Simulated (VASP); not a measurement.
Write the native input for VASP 6.6.1 that does the following.

```
Task                   : relaxation of shape and atoms at fixed volume
Functional             : PBE
Potentials or basis    : VASP PAW PBE potentials, release 64 (Mo_sv, Ru_pv)
Cutoff                 : 600 eV
k mesh                 : 12 × 12 × 10
Occupations            : gaussian, width 0.1 eV
Spin                   : no spin polarisation
Dipole correction      : no
Further INCAR settings : ALGO = Fast; EDIFF = 1e-06; IBRION = 2; EDIFFG = -0.01; NSW = 50; ISIF = 4
```

The structure of MoRu5 lies in POSCAR:

```
MoRu5
1.0
    4.8500178195      0.0000000000      0.0000000000
   -2.4250089098      4.2002386405      0.0000000000
    0.0000000000      0.0000000000      4.3967365459
Mo Ru
1 5
Direct
    0.0000000000      0.0000000000      0.0000000000
    0.3333333333      0.6666666667      0.0000000000
    0.6666666667      0.3333333333      0.0000000000
    0.6612736221      0.6612736221      0.5000000000
    0.3387263779      0.0000000000      0.5000000000
    0.0000000000      0.3387263779      0.5000000000
```

These files were run (other wordings do the same):

INCAR

```
PREC = Accurate ; ENCUT = 600
EDIFF = 1E-6 ; ISMEAR = 0
SIGMA = 0.1 ; LREAL = False
LASPH = True ; NELM = 80
ALGO = Fast ; ISIF = 4
LWAVE = False ; LCHARG = False
GGA = PE ; IBRION = 2
NSW = 50 ; EDIFFG = -0.01
```

KPOINTS

```
Automatic mesh
0
Gamma
  12 12 10
```

Potentials or basis: VASP PAW PBE potentials, release 64 (Mo_sv, Ru_pv).

Command:

```bash
$ cat potpaw_PBE.64/Mo_sv/POTCAR potpaw_PBE.64/Ru_pv/POTCAR > POTCAR
$ mpirun -np 1 vasp_std > vasp.out
```

Results of the run:

The energy gained by relaxing is 0.0 meV/atom. The ionic steps are 9 and the pressure after relaxing is -15.3 GPa. The band gap on the k mesh is zero (bands 42 and 43 overlap by 1.13 eV).

Wall time 70 min on 1 thread of Oxide Virtual Turin-like Processor (shared host), peak memory 0.56 GiB.
